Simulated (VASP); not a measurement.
Set up this calculation in VASP 6.6.1, as the native input.

```
Task                   : single point
Functional             : PBEsol
Potentials or basis    : VASP PAW PBE potentials, release 64 (Al, Cu)
Cutoff                 : 520 eV
k mesh                 : 6 × 6 × 6
Occupations            : gaussian, width 0.05 eV
Spin                   : no spin polarisation
Dipole correction      : no
Further INCAR settings : LREAL = Auto; ALGO = Fast; EDIFF = 1e-06; NBANDS = 110
```

The structure of AlCu4 lies in POSCAR:

```
AlCu4
1.0
    6.6347781364      0.0000000000      0.0000000000
    0.0000000000      6.6347781364      0.0000000000
    0.0000000000      0.0000000000      6.6347781364
Al Cu
4 16
Direct
    0.4408904100      0.9408904100      0.5591095900
    0.9408904100      0.5591095900      0.4408904100
    0.5591095900      0.4408904100      0.9408904100
    0.0591095900      0.0591095900      0.0591095900
    0.8090787800      0.3090787800      0.1909212200
    0.3090787800      0.1909212200      0.8090787800
    0.1909212200      0.8090787800      0.3090787800
    0.6909212200      0.6909212200      0.6909212200
    0.0487556600      0.8748909500      0.6999647300
    0.3000352700      0.5487556600      0.6251090500
    0.3748909500      0.8000352700      0.9512443400
    0.5487556600      0.6251090500      0.3000352700
    0.8000352700      0.9512443400      0.3748909500
    0.8748909500      0.6999647300      0.0487556600
    0.9512443400      0.3748909500      0.8000352700
    0.6999647300      0.0487556600      0.8748909500
    0.6251090500      0.3000352700      0.5487556600
    0.4512443400      0.1251090500      0.1999647300
    0.1999647300      0.4512443400      0.1251090500
    0.1251090500      0.1999647300      0.4512443400
```

These files were run (other wordings do the same):

INCAR

```
SYSTEM = AlCu4
PREC     = Accurate       ! precision mode
ENCUT    = 520            ! plane-wave cutoff, eV
EDIFF    = 1E-6           ! SCF threshold, eV
ISMEAR   = 0              ! smearing method
SIGMA    = 0.05           ! smearing width, eV
LREAL    = Auto         
LASPH    = .True.         ! aspherical terms in the spheres
NELM     = 100            ! most SCF steps
ALGO     = Fast           ! electronic algorithm
ISIF     = 2              ! what is computed and relaxed
LWAVE    = .False.        ! write WAVECAR
LCHARG   = .False.        ! write CHGCAR
GGA      = PS             ! functional
NBANDS   = 110            ! bands
```

KPOINTS

```
Automatic mesh
0
Gamma
  6 6 6
  0 0 0
```

Potentials or basis: VASP PAW PBE potentials, release 64 (Al, Cu).

Run with:

```bash
$ cat potpaw_PBE.64/Al/POTCAR potpaw_PBE.64/Cu/POTCAR > POTCAR
$ mpirun -np 1 vasp_std > vasp.out
```

It gave:

```yaml
Pressure: -17.5 GPa
Largest_force: 0.035 eV/Å
Band_gap_on_the_k_mesh: zero (bands 94 and 95 overlap by 1.07 eV)
```

Caveat: the cell stands under tension; the PAW data sets were made with another functional, which shifts forces and pressure a little.

Wall time 12 min on 1 thread of Intel(R) Xeon(R) 6975P-C (Granite Rapids), with other jobs on the host, peak memory 0.65 GiB.
